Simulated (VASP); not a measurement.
# H2AuF6 (P-1) in VASP: notebook

Runs on H2AuF6. Level: r2SCAN. Tasks: single point.

Program: VASP 6.6.1. These are calculated values, not measurements. Logs are shortened: lines on timing, memory, paths and dates and some standing lists are left out, and cuts for length are marked.

### 1 The cell of the first run

The typed cell holds 9 atoms: a = 4.855 Å, b = 4.880 Å, c = 4.923 Å, α = 101.33°, β = 90.69°, γ = 102.07°.

### 2 Single point, r2SCAN

POSCAR

```
H2AuF6
1.0
    4.8552490000      0.0000000000      0.0000000000
   -1.0205410000      4.7717830000      0.0000000000
   -0.0593660000     -1.0016810000      4.8193580000
F Au H
6 1 2
Direct
    0.0836000000      0.7671000000      0.6794000000
    0.9164000000      0.2329000000      0.3206000000
    0.3057000000      0.9531000000      0.2026000000
    0.6943000000      0.0469000000      0.7974000000
    0.2282000000      0.3219000000      0.9101000000
    0.7718000000      0.6781000000      0.0899000000
    0.0000000000      0.0000000000      0.0000000000
    0.5392000000      0.4276000000      0.5536000000
    0.4608000000      0.5724000000      0.4464000000
```

INCAR.step1

```
SYSTEM = H2AuF6
PREC = Accurate
ENCUT = 520
ISMEAR = 1
SIGMA = 0.0413
LREAL = .False.
LASPH = .True.
NELM = 100
NBANDS = 38
GGA = PE
ALGO = Normal
EDIFF = 1E-4
LWAVE = .True.
LCHARG = .False.
```

INCAR.step2

```
SYSTEM = H2AuF6
PREC = Accurate
ENCUT = 520
EDIFF = 1E-7
ISMEAR = 1
SIGMA = 0.0413
LREAL = .False.
LASPH = .True.
NELM = 100
ALGO = Normal
ISIF = 2
LWAVE = .False.
LCHARG = .True.
METAGGA = R2SCAN
LMIXTAU = .True.
LELF = .True.
LVHAR = .True.
NBANDS = 38
ISTART = 1
```

KPOINTS

```
Automatic mesh
0
Gamma
  4 4 4
  0.5 0 0.5
```

Potentials or basis: VASP PAW PBE potentials, release 64 (F, Au, H).

Started as:

```
cat potpaw_PBE.64/F/POTCAR potpaw_PBE.64/Au/POTCAR potpaw_PBE.64/H/POTCAR > POTCAR
cp INCAR.step1 INCAR
mpirun -np 1 vasp_std > vasp.out
cp INCAR.step2 INCAR
mpirun -np 1 vasp_std > vasp.out
```

OUTCAR:

```text
SYSTEM = H2AuF6
   PREC = Accurate
   ENCUT = 520
   EDIFF = 1E-7
   ISMEAR = 1
   LREAL = .False.
   LASPH = .True.
   NELM = 100
   ISIF = 2
   METAGGA = R2SCAN
   ISTART = 1

 ion  position               nearest neighbor table
   1  0.084  0.767  0.679-   7 1.86
   2  0.916  0.233  0.321-   7 1.86
   3  0.306  0.953  0.203-   7 1.86
   4  0.694  0.047  0.797-   7 1.86
   5  0.228  0.322  0.910-   7 1.86
   6  0.772  0.678  0.090-   7 1.86
   7  0.000  0.000  0.000-   3 1.86   4 1.86   5 1.86   6 1.86   1 1.86   2 1.86
   8  0.539  0.428  0.554-
   9  0.461  0.572  0.446-

  LATTYP: Found a triclinic cell.
 ALAT       =     6.1216744804
 B/A-ratio  =     0.7931243348
 C/A-ratio  =     0.8041448057
 COS(alpha) =     0.0120596109
 COS(beta)  =     0.1661660841
 COS(gamma) =     0.6264148824

  Lattice vectors:

 A1 = (   3.8347080000,   4.7717830000,   0.0000000000)
 A2 = (   4.8552490000,   0.0000000000,   0.0000000000)
 A3 = (   0.0593660000,   1.0016810000,  -4.8193580000)

Analysis of symmetry for initial positions (statically):
=====================================================================
 Subroutine PRICEL returns:
 Original cell was already a primitive cell.

 Routine SETGRP: Setting up the symmetry group for a
 triclinic supercell.

 Subroutine GETGRP returns: Found  2 space group operations
 (whereof  2 operations were pure point group operations)
 out of a pool of  2 trial point group operations.

The static configuration has the point symmetry S_2 .

Analysis of symmetry for dynamics (positions and initial velocities):
=====================================================================
 Subroutine PRICEL returns:
 Original cell was already a primitive cell.

 Routine SETGRP: Setting up the symmetry group for a
 triclinic supercell.

 Subroutine GETGRP returns: Found  2 space group operations
 (whereof  2 operations were pure point group operations)
 out of a pool of  2 trial point group operations.

The dynamic configuration has the point symmetry S_2 .

 Subroutine INISYM returns: Found  2 space group operations
 (whereof  2 operations are pure point group operations),
 and found     1 'primitive' translations

----------------------------------------------------------------------------------------

                                     Primitive cell

  volume of cell :     111.6558

  direct lattice vectors                    reciprocal lattice vectors
     4.855249000  0.000000000  0.000000000     0.205962660  0.044049224  0.011692522
    -1.020541000  4.771783000  0.000000000     0.000000000  0.209565272  0.043557161
    -0.059366000 -1.001681000  4.819358000     0.000000000  0.000000000  0.207496517

  length of vectors
     4.855249000  4.879694348  4.922712736     0.210944700  0.214043989  0.207496517

  position of ions in fractional coordinates (direct lattice)
     0.083600000  0.767100000  0.679400000
     0.916400000  0.232900000  0.320600000
     0.305700000  0.953100000  0.202600000
     0.694300000  0.046900000  0.797400000
     0.228200000  0.321900000  0.910100000
     0.771800000  0.678100000  0.089900000
     0.000000000  0.000000000  0.000000000
     0.539200000  0.427600000  0.553600000
     0.460800000  0.572400000  0.446400000

  ion indices of the primitive-cell ions
   primitive index   ion index
                 1           1
                 2           2
                 3           3
                 4           4
                 5           5
                 6           6
                 7           7
                 8           8
                 9           9

----------------------------------------------------------------------------------------

 KPOINTS: Automatic mesh

Automatic generation of k-mesh.
 Grid dimensions read from file:
 generate k-points for:    4    4    4

 Generating k-lattice:

  Cartesian coordinates                     Fractional coordinates (reciprocal lattice)
     0.051490665  0.011012306  0.002923131     0.250000000  0.000000000  0.000000000
     0.000000000  0.052391318  0.010889290     0.000000000  0.250000000 -0.000000000
     0.000000000  0.000000000  0.051874129     0.000000000  0.000000000  0.250000000

  Length of vectors
     0.052736175  0.053510997  0.051874129

  Shift w.r.t. Gamma in fractional coordinates (k-lattice)
     0.500000000  0.000000000  0.500000000

 Subroutine IBZKPT returns following result:
 ===========================================

 Found     32 irreducible k-points:

 Following reciprocal coordinates:
            Coordinates               Weight
  0.125000 -0.000000  0.125000      2.000000
  0.375000 -0.000000  0.125000      2.000000
 -0.375000  0.000000  0.125000      2.000000
 -0.125000  0.000000  0.125000      2.000000
  0.125000  0.250000  0.125000      2.000000
  0.375000  0.250000  0.125000      2.000000
[... 16 lines left out ...]
 -0.375000  0.250000  0.375000      2.000000
 -0.125000  0.250000  0.375000      2.000000
 [... further k-points ...]
   k-points           NKPTS =     32   k-points in BZ     NKDIM =     32   number of bands    NBANDS=     38
   number of dos      NEDOS =    301   number of ions     NIONS =      9
   total plane-waves  NPLWV =  51840
   dimension x,y,z NGX =    36 NGY =   36 NGZ =   40
   dimension x,y,z NGXF=    72 NGYF=   72 NGZF=   80
   ions per type =               6   1   2
   NGX,Y,Z   is equivalent  to a cutoff of  12.33, 12.26, 13.51 a.u.
   NGXF,Y,Z  is equivalent  to a cutoff of  24.65, 24.53, 27.02 a.u.
 SYSTEM =  H2AuF6
   PREC   = accura    normal or accurate (medium, high low for compatibility)
   ISTART =      1    job   : 0-new  1-cont  2-samecut
   ICHARG =      0    charge: 1-file 2-atom 10-const
   ISPIN  =      1    spin polarized calculation?
   LNONCOLLINEAR =      F non collinear calculations
   LSORBIT =      F    spin-orbit coupling
   LASPH  =      T    aspherical Exc in radial PAW
   ENCUT  =  520.0 eV  38.22 Ry    6.18 a.u.   9.03  9.07  9.15*2*pi/ulx,y,z
   NELM   =    100;   NELMIN=  2; NELMDL=  0     # of ELM steps
   EDIFF  = 0.1E-06   stopping-criterion for ELM
   LREAL  =      F    real-space projection
   EDIFFG = 0.1E-05   stopping-criterion for IOM
   NSW    =      0    number of steps for IOM
   IBRION =     -1    ionic relax: 0-MD 1-quasi-New 2-CG
   NFREE  =      0    steps in history (QN), initial steepest desc. (CG)
   ISIF   =      2    stress and relaxation
   ISYM   =      2    0-nonsym 1-usesym 2-fastsym
   POTIM  = 0.5000    time-step for ionic-motion
   TEBEG  =    0.0;   TEEND  =   0.0 temperature during run
   PSTRESS=    0.0 pullay stress
   NELECT =      55.0000    total number of electrons
   NUPDOWN=      -1.0000    fix difference up-down
   EMIN   =  10.00;   EMAX   =-10.00  energy-range for DOS
   EFERMI =   0.00;   METHOD = LEGACY
   ISMEAR =     1;   SIGMA  =   0.04  broadening in eV -4-tet -1-fermi 0-gaus
   EFERMI_NEDOS =   21; number of points for ismear=-14 and -15
   IALGO  =     38    algorithm
   IMIX   =      4    mixing-type and parameters
     AMIX     =   0.40;   BMIX     =  1.00
     AMIX_MAG =   1.60;   BMIX_MAG =  1.00
  volume/ion in A,a.u.               =      12.41        83.72
  Fermi-wavevector in a.u.,A,eV,Ry     =   1.292911  2.443247 22.743752  1.671619
  Thomas-Fermi vector in A             =   2.424589
   LORBIT       =      0    0 simple, 1 ext, 2 COOP (PROOUT), +10 PAW based schemes
   METAGGA = R2SCAN    functional components
   LHFCALC =     F    Hartree Fock is set to
   AEXX    =    0.0000 exact exchange contribution
   IVDW    =     0    specifies the selected vdW correction
   LEPSILON=     F    determine dielectric tensor
   LRPA    =     F    only Hartree local field effects (RPA)
 non-spin polarized calculation
 Methfessel and Paxton  Order N= 1 SIGMA  =   0.04
  energy-cutoff  :      520.00
  volume of cell :      111.66
 maximum number of plane-waves:      3019
   NGX = 19   NGY = 19   NGZ = 19

 number of electron      54.9999990 magnetization

 Free energy of the ion-electron system (eV)
  ---------------------------------------------------
  ext. energy  EPLUGINS =         0.00000000
  ---------------------------------------------------
  free energy    TOTEN  =       -80.38415559 eV

  energy without entropy =      -80.38615012  energy(sigma->0) =      -80.38482044

 E-fermi :  -3.2863     XC(G=0):  -9.2944

 val. band max:       -3.2892514849   @ k =   0.3750  -0.2500   0.3750
 cond. band min:      -3.2726508465   @ k =  -0.3750   0.0000   0.3750
 fundamental gap:      0.0166006385
 Fermi energy:        -3.2862517003

 k-point     1 :       0.1250   -0.0000    0.1250
  band No.  band energies     occupation
      1     -26.3419      2.00000
      2     -25.8506      2.00000
      3     -25.8353      2.00000
      4     -25.4316      2.00000
      5     -25.3976      2.00000
      6     -25.3731      2.00000
[... 30 lines left out ...]
     37      12.9462      0.00000
     38      13.2346      0.00000

 k-point     2 :       0.3750   -0.0000    0.1250
  band No.  band energies     occupation
      1     -26.2615      2.00000
      2     -25.8471      2.00000
      3     -25.8189      2.00000
      4     -25.5261      2.00000
      5     -25.3957      2.00000
      6     -25.3935      2.00000
[... 30 lines left out ...]
     37      12.7950      0.00000
     38      13.2325      0.00000

 k-point     3 :      -0.3750    0.0000    0.1250
  band No.  band energies     occupation
      1     -26.2619      2.00000
      2     -25.8537      2.00000
      3     -25.8199      2.00000
      4     -25.5192      2.00000
      5     -25.3956      2.00000
      6     -25.3918      2.00000
[... 30 lines left out ...]
     37      12.8909      0.00000
[... 781 lines left out ...]
 k-point    23 :      -0.3750    0.2500    0.3750
  band No.  band energies     occupation
      1     -26.1743      2.00000
      2     -25.8812      2.00000
      3     -25.8550      2.00000
      4     -25.5209      2.00000
      5     -25.4225      2.00000
      6     -25.3932      2.00000
[... 30 lines left out ...]
     37      12.8470      0.00000
     38      13.5087      0.00000

 k-point    24 :      -0.1250    0.2500    0.3750
  band No.  band energies     occupation
      1     -26.2443      2.00000
      2     -25.8662      2.00000
      3     -25.8526      2.00000
      4     -25.5179      2.00000
      5     -25.4117      2.00000
      6     -25.3494      2.00000
[... 30 lines left out ...]
     37      13.0272      0.00000
     38      13.1290      0.00000

 [... further k-points ...]
[... 5 lines left out ...]
  --------------------------------------------------------------------------------------
  -------------------------------------------------------------------------------------
  Total        3.6024736      2.6176431      3.3520368      1.2453696      1.0416871     -1.1372605
  in kB       51.6927937     37.5612153     48.0992136     17.8701201     14.9474283    -16.3188350
  external PRESSURE =      45.7844075 kB  Pullay stress =       0.0000000 kB

 VOLUME and BASIS-vectors are now :
 -----------------------------------------------------------------------------
  energy-cutoff  :      520.00
  volume of cell :      111.66
      direct lattice vectors                 reciprocal lattice vectors
     4.855249000  0.000000000  0.000000000     0.205962660  0.044049224  0.011692522
    -1.020541000  4.771783000  0.000000000     0.000000000  0.209565272  0.043557161
    -0.059366000 -1.001681000  4.819358000     0.000000000  0.000000000  0.207496517

 POSITION                                       TOTAL-FORCE (eV/Angst)
 -----------------------------------------------------------------------------------
     -0.41729      2.97989      3.27427         0.530844     -0.571677     -1.125723
      4.19263      0.79021      1.54509        -0.530844      0.571677      1.125723
      0.49954      4.34505      0.97640         1.163963     -0.376781      0.724446
      3.27580     -0.57494      3.84296        -1.163963      0.376781     -0.724446
      0.72543      0.62441      4.38610         0.620346      1.270557     -0.355455
      3.04992      3.14569      0.43326        -0.620346     -1.270557      0.355455
      0.00000      0.00000      0.00000         0.000000     -0.000000      0.000000
      2.14870      1.48588      2.66800        -1.687844      2.516957     -1.670168
      1.62664      2.28422      2.15136         1.687844     -2.516957      1.670168
 -----------------------------------------------------------------------------------
    total drift:                               -0.000000      0.000000      0.000000

  FREE ENERGIE OF THE ION-ELECTRON SYSTEM (eV)
  ---------------------------------------------------
  free  energy   TOTEN  =       -80.3841555920 eV

  energy  without entropy=      -80.3861501248  energy(sigma->0) =      -80.38482044
```

Run time: 5.3 min. Hardware: 1 thread of Intel Xeon Platinum 8488C (Sapphire Rapids), shared host; peak memory 0.3 GiB.

Results:

```yaml
Free_energy: -80.3842 eV
Pressure: 4.6 GPa
Largest_force: 3.460 eV/Å
Band_gap_on_the_k_mesh: zero (an odd number of electrons rules out a gap without spin polarisation)
```

Forces on the atoms (eV/Å):
```
F    0.531 -0.572 -1.126
F   -0.531  0.572  1.126
F    1.164 -0.377  0.724
F   -1.164  0.377 -0.724
F    0.620  1.271 -0.355
F   -0.620 -1.271  0.355
Au   0.000  0.000  0.000
H   -1.688  2.517 -1.670
H    1.688 -2.517  1.670
```

Stress tensor (GPa, compression positive):
```
 5.17  1.79 -1.63
 1.79  3.76  1.49
-1.63  1.49  4.81
```

Caveat: the cell stands under pressure; the PAW data sets were made with another functional, which shifts forces and pressure a little; spin-orbit coupling is left out, which moves the levels of the heavy elements; an odd number of electrons without spin polarisation forces a metal; a magnetic or distorted state may lie lower.

### 3 Single point, r2SCAN

POSCAR is that of step 2.

INCAR.step1

```
SYSTEM = H2AuF6
PREC = Accurate
ENCUT = 520
ISMEAR = 0
SIGMA = 0.001
LREAL = .FALSE.
LASPH = .TRUE.
NELM = 80
NBANDS = 38
GGA = PE
ALGO = Normal
EDIFF = 1E-4
LWAVE = .TRUE.
LCHARG = .FALSE.
```

INCAR.step2

```
SYSTEM = H2AuF6
PREC = Accurate
ENCUT = 520
EDIFF = 1E-6
ISMEAR = 0
SIGMA = 0.001
LREAL = .FALSE.
LASPH = .TRUE.
NELM = 80
ALGO = Normal
ISIF = 2
LWAVE = .FALSE.
LCHARG = .TRUE.
METAGGA = R2SCAN
LMIXTAU = .TRUE.
LELF = .TRUE.
LVHAR = .TRUE.
NBANDS = 38
ISTART = 1
```

KPOINTS is that of step 2.

Potentials or basis: VASP PAW PBE potentials, release 64 (F, Au, H).

Started as:

```
cat potpaw_PBE.64/F/POTCAR potpaw_PBE.64/Au/POTCAR potpaw_PBE.64/H/POTCAR > POTCAR
cp INCAR.step1 INCAR
mpirun -np 1 vasp_std > vasp.out
cp INCAR.step2 INCAR
mpirun -np 1 vasp_std > vasp.out
```

Run time: 5.2 min. Hardware: 1 thread of Intel Xeon Platinum 8488C (Sapphire Rapids), shared host; peak memory 0.3 GiB.

The run converged. Its results:

- Free energy: -80.3850 eV
- Pressure: 4.6 GPa
- Largest force: 3.465 eV/Å
- Band gap on the k mesh: zero (an odd number of electrons rules out a gap without spin polarisation)

Forces on the atoms (eV/Å):
```
F    0.529 -0.572 -1.126
F   -0.529  0.572  1.126
F    1.163 -0.377  0.729
F   -1.163  0.377 -0.729
F    0.616  1.268 -0.355
F   -0.616 -1.268  0.355
Au   0.000  0.000  0.000
H   -1.690  2.520 -1.672
H    1.690 -2.520  1.672
```

Stress tensor (GPa, compression positive):
```
 5.18  1.78 -1.63
 1.78  3.73  1.50
-1.63  1.50  4.83
```

Levels at points of the mesh, in eV from the Fermi level:
```csv
k point,band 24,band 25,band 26,band 27,band 28,band 29,band 30,band 31,band 32,band 33
"(0.12, 0.00, 0.12)",-1.10,-0.60,-0.41,-0.36,-0.20,3.24,3.29,8.70,9.84,13.64
```

Caveat: the cell stands under pressure; the PAW data sets were made with another functional, which shifts forces and pressure a little; spin-orbit coupling is left out, which moves the levels of the heavy elements; an odd number of electrons without spin polarisation forces a metal; a magnetic or distorted state may lie lower.
